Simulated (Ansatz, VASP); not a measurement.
Ni: VASP beside Ansatz

```
Ni
1.0
     0.00000    1.75265    1.75265
     1.75265    0.00000    1.75265
     1.75265    1.75265    0.00000
Ni
1
Direct
  0.00000 0.00000 0.00000
```

Alike in both runs: task single point; functional RPBE; k mesh 25 × 25 × 25; occupations fermi-dirac, width 0.05 eV; collinear spin.

|  | VASP | Ansatz |
| --- | --- | --- |
| version | VASP 6.6.1 | Ansatz 0.2.0 |
| potentials or method | VASP PAW PBE potentials, release 64 (Ni), cutoff 520 eV | plane waves (420 eV) with PAW, scalar-relativistic |
| valence electrons in the cell | 10 | 18 |

```csv
,VASP,Ansatz,Ansatz less VASP
pressure (GPa),8.1,8.0,-0.15
net moment per atom (μB),0.62,0.64,+0.013
size of the moment on the site where the two differ most (μB),0.64,0.68,+0.042
```

VASP's potentials were made for PBE, not for RPBE. Site moments also hang on the region over which each program counts them. VASP's potentials hold 10 valence electrons a cell and Ansatz's 18, so a difference there can come from the potentials and not from the codes.
